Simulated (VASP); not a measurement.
# AlN (P6_3mc) in VASP: a series of runs, part 2 of 2

VASP 6.6.1. The steps go on from the part before.

## 3. Single point, PBE

This run uses another cell than the first one, of 10.40 Å³/atom, 0.943 times its volume.

INCAR reads:

```
PREC = Accurate
ENCUT = 520
EDIFF = 1E-7
ISMEAR = 0
SIGMA = 0.01
LREAL = False
LASPH = True
NELM = 80
ALGO = Normal
ISIF = 2
LWAVE = False
LCHARG = True
GGA = PE
LELF = True
LVHAR = True
NBANDS = 16
```

KPOINTS reads:

```
regular mesh
0
Gamma
  12 12 6
```

POSCAR reads:

```
AlN
1.0
    3.1066945036      0.0000000000      0.0000000000
   -1.5533472518      2.6904763619      0.0000000000
    0.0000000000      0.0000000000      4.9785885494
Al N
2 2
Direct
    0.3333333333      0.6666666667     -0.0007956041
    0.6666666667      0.3333333333      0.4992043959
    0.3333333333      0.6666666667      0.3807956041
    0.6666666667      0.3333333333      0.8807956041
```

Potentials or basis: VASP PAW PBE potentials, release 64 (Al, N).

Launch:

```sh
$ cat potpaw_PBE.64/Al/POTCAR potpaw_PBE.64/N/POTCAR > POTCAR
$ mpirun -np 1 vasp_std > vasp.out
```

OUTCAR:

```text
PREC = Accurate
   ENCUT = 520
   EDIFF = 1E-7
   ISMEAR = 0
   LREAL = False
   LASPH = True
   NELM = 80
   ISIF = 2
   GGA = PE

 ion  position               nearest neighbor table
   1  0.333  0.667  0.999-   4 1.89   4 1.89   4 1.89   3 1.90   2 3.07   2 3.07   2 3.07   2 3.07
                             2 3.07   2 3.07
   2  0.667  0.333  0.499-   3 1.89   3 1.89   3 1.89   4 1.90   1 3.07   1 3.07   1 3.07   1 3.07
                             1 3.07   1 3.07
   3  0.333  0.667  0.381-   2 1.89   2 1.89   2 1.89   1 1.90
   4  0.667  0.333  0.881-   1 1.89   1 1.89   1 1.89   2 1.90

  LATTYP: Found a hexagonal cell.
 ALAT       =     3.1066945036
 C/A-ratio  =     1.6025356029

  Lattice vectors:

 A1 = (   3.1066945036,   0.0000000000,   0.0000000000)
 A2 = (  -1.5533472518,   2.6904763619,   0.0000000000)
 A3 = (   0.0000000000,   0.0000000000,   4.9785885494)

Analysis of symmetry for initial positions (statically):
=====================================================================
 Subroutine PRICEL returns:
 Original cell was already a primitive cell.

 Routine SETGRP: Setting up the symmetry group for a
 hexagonal supercell.

[... 169 lines left out ...]
  free energy    TOTEN  =       -29.76785296 eV

  energy without entropy =      -29.76785296  energy(sigma->0) =      -29.76785296

 E-fermi :   6.2674     XC(G=0): -10.9267

 val. band max:        6.1858355021   @ k =   0.0000   0.0000   0.0000
 cond. band min:      10.4292008178   @ k =   0.0000   0.0000   0.0000
 fundamental gap:      4.2433653157
 Fermi energy:         6.2673709715

 k-point     1 :       0.0000    0.0000    0.0000
  band No.  band energies     occupation
      1      -9.0209      2.00000
      2      -6.8663      2.00000
      3       0.1767      2.00000
      4       5.3266      2.00000
      5       5.3266      2.00000
      6       5.9755      2.00000
[... 433 lines left out ...]
      3       1.2687      2.00000
      4       2.2391      2.00000
      5       2.8445      2.00000
      6       4.4161      2.00000
[... 8 lines left out ...]
     15      18.6452      0.00000
     16      20.5325      0.00000

 [... further k-points ...]
[... 5 lines left out ...]
  --------------------------------------------------------------------------------------
  -------------------------------------------------------------------------------------
  Total        1.1527811      1.1527811      1.1145191      0.0000000      0.0000000      0.0000000
  in kB       44.3836959     44.3836959     42.9105542      0.0000000      0.0000000      0.0000000
  external PRESSURE =      43.8926487 kB  Pullay stress =       0.0000000 kB

 VOLUME and BASIS-vectors are now :
 -----------------------------------------------------------------------------
  energy-cutoff  :      520.00
  volume of cell :       41.61
      direct lattice vectors                 reciprocal lattice vectors
     3.106694504  0.000000000  0.000000000     0.321885528  0.185840696  0.000000000
    -1.553347252  2.690476362  0.000000000     0.000000000  0.371681392  0.000000000
     0.000000000  0.000000000  4.978588549     0.000000000  0.000000000  0.200860141

 POSITION                                       TOTAL-FORCE (eV/Angst)
 -----------------------------------------------------------------------------------
     -0.00000      1.79365      4.97463         0.000000     -0.000000     -0.009051
      1.55335      0.89683      2.48533         0.000000      0.000000     -0.009051
     -0.00000      1.79365      1.89582        -0.000000      0.000000      0.009051
      1.55335      0.89683      4.38512         0.000000      0.000000      0.009051
 -----------------------------------------------------------------------------------
    total drift:                               -0.000000      0.000000     -0.000954

  FREE ENERGIE OF THE ION-ELECTRON SYSTEM (eV)
  ---------------------------------------------------
  free  energy   TOTEN  =       -29.7678529584 eV

  energy  without entropy=      -29.7678529584  energy(sigma->0) =      -29.76785296
```

Wall time 56 s (1 thread of Intel Xeon Platinum 8259CL at 2.50GHz (Skylake/Cascade Lake), shared host); peak memory 0.18 GiB.

What came out:

| Item | Value |
| --- | --- |
| Free energy | -29.7679 eV |
| Pressure | 4.4 GPa |
| Largest force | 0.009 eV/Å |
| Band gap on the k mesh | 4.24 eV, direct |

Forces in eV/Å, atoms in the order of the input:
```
Al   0.000  0.000 -0.009
Al   0.000  0.000 -0.009
N    0.000  0.000  0.009
N    0.000  0.000  0.009
```

## 4. Single point, r2SCAN

This run uses another cell than the first one, of 10.40 Å³/atom, 0.943 times its volume.

POSCAR is that of step 3.

INCAR.step1 reads:

```
ALGO = Normal ; EDIFF = 1E-4
ENCUT = 520 ; GGA = PE
ISMEAR = 0 ; LASPH = T
LCHARG = F ; LREAL = F
LWAVE = T ; NBANDS = 16
NELM = 100 ; PREC = Accurate
SIGMA = 0.01
```

INCAR.step2 reads:

```
ALGO = Normal ; EDIFF = 1E-6
ENCUT = 520 ; ISIF = 2
ISMEAR = 0 ; ISTART = 1
LASPH = T ; LCHARG = F
LMIXTAU = T ; LREAL = F
LWAVE = F ; METAGGA = R2SCAN
NBANDS = 16 ; NELM = 100
PREC = Accurate ; SIGMA = 0.01
```

KPOINTS reads:

```
k-points
0
Gamma
  12 12 6
```

Launch:

```sh
$ cat potpaw_PBE.64/Al/POTCAR potpaw_PBE.64/N/POTCAR > POTCAR
$ cp INCAR.step1 INCAR
$ mpirun -np 1 vasp_std > vasp.out
$ cp INCAR.step2 INCAR
$ mpirun -np 1 vasp_std > vasp.out
```

Wall time 2.7 min (1 thread of Intel Xeon Platinum 8259CL at 2.50GHz (Skylake/Cascade Lake), shared host); peak memory 0.18 GiB.

It converged, with:

| Item | Value |
| --- | --- |
| Free energy | -38.4565 eV |
| Pressure | -0.4 GPa |
| Largest force | 0.003 eV/Å |
| Band gap on the k mesh | 4.92 eV, direct |

Forces on the atoms (eV/Å):
```
Al   0.000  0.000 -0.003
Al   0.000  0.000 -0.003
N    0.000  0.000  0.003
N    0.000  0.000  0.003
```

Levels at points of the mesh, in eV from the valence-band top:
```csv
k point,band 6,band 7,band 8,band 9,band 10,band 11
"(0.00, 0.00, 0.00)",-0.22,-0.22,0.00,4.92,7.54,11.62
"(0.50, 0.00, 0.00)",-2.14,-1.77,-0.71,6.45,6.56,9.05
"(0.00, 0.00, 0.50)",-0.56,-0.56,-0.56,7.26,7.26,11.32
"(0.50, 0.00, 0.50)",-1.50,-1.39,-1.39,6.00,6.00,10.15
```

Caveat: the PAW data sets were made with another functional, which shifts forces and pressure a little.

## 5. The runs side by side

| level | cell | k mesh | gap on the mesh (eV) | pressure (GPa) | largest force (eV/Å) |
| --- | --- | --- | --- | --- | --- |
| r2SCAN | a = 3.168, b = 3.168, c = 5.076 Å, angles 90.0, 90.0, 120.0°, 4 atoms | 9 × 9 × 4 | 4.39 | -11.4 | 0.02 |
| PBE | a = 3.107, b = 3.107, c = 4.979 Å, angles 90.0, 90.0, 120.0°, 4 atoms | 12 × 12 × 6 | 4.24 | 4.4 | 0.01 |
| r2SCAN | a = 3.107, b = 3.107, c = 4.979 Å, angles 90.0, 90.0, 120.0°, 4 atoms | 12 × 12 × 6 | 4.92 | -0.4 | - |

Alike in all rows: task single point; potentials or basis VASP PAW PBE potentials, release 64 (Al, N); no spin polarisation; cutoff (eV) 520; smearing gaussian 0.01 eV.

Caveats: the PAW data sets were made with another functional, which shifts forces and pressure a little (some runs).

Total energies depend on the potentials used, so only differences within one code and one set of settings carry meaning.

## 6. Against experiment

Step 4. Against the measured gap of AlN, 6.034 eV (an exciton energy, a little under the gap; 10 K; quoted in “Self-assembly of well-separated AlN nanowires directly on sputtered metallic TiN films”, 2019, arxiv:1910.07391), the calculated 4.92 eV is off by -1.11 eV. 2 values of this kind are on record (6.034 to 6.0343 eV); this one was drawn at random. The value is that of r2SCAN on a finite k mesh, which can miss the band edges, without temperature or zero-point motion.
